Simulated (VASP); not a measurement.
## HfN: single point with r2SCAN

Crystal: HfN.

```xyz
4
Lattice="3.0971 0.0000 0.0000 -1.5486 2.6822 0.0000 0.0000 0.0000 5.5880" Properties=species:S:1:pos:R:3 pbc="T T T"
Hf    1.5486    0.8941    4.1910
Hf    0.0000    1.7881    1.3970
N     0.0000    0.0000    0.0000
N     0.0000    0.0000    2.7940
```

This cell differs from its parent crystal: strain -0.015 along x and y, +0.030 along z.

- Program: VASP 6.6.1
- Task: single point
- Functional: r2SCAN
- Potentials or basis: VASP PAW PBE potentials, release 64 (Hf_pv, N)
- Cutoff: 520 eV
- k mesh: 18 × 18 × 10
- Occupations: gaussian, width 0.15 eV
- Spin: no spin polarisation

* Pressure: -2.3 GPa
* Band gap on the k mesh: zero (bands 15 and 16 overlap by 2.19 eV)

Stress tensor (GPa, compression positive):
```
  4.21   0.00   0.00
  0.00   4.21   0.00
  0.00   0.00 -15.31
```

Levels at points of the mesh, in eV from the Fermi level:
```
           k point  band 13  band 14  band 15  band 16  band 17  band 18
(0.00, 0.00, 0.00)    -3.59    -2.24    -0.90     0.96     0.96     1.65
(0.50, 0.00, 0.00)    -3.30    -2.97    -2.75     2.17     3.02     4.69
(0.00, 0.00, 0.50)    -4.29    -4.29     1.76     1.76     2.97     2.97
(0.50, 0.00, 0.50)    -4.51    -4.51    -0.28    -0.28     5.26     5.26
```

Wall time 5.3 min on 1 thread of Intel(R) Xeon(R) 6975P-C (Granite Rapids) (shared host), peak memory 0.32 GiB.

Caveat: the cell differs from its parent crystal (strain -0.015 along x and y, +0.030 along z); the stress differs along the axes, from -15 to 4 GPa; the PAW data sets were made with another functional, which shifts forces and pressure a little; spin-orbit coupling is left out, which moves the levels of the heavy elements.
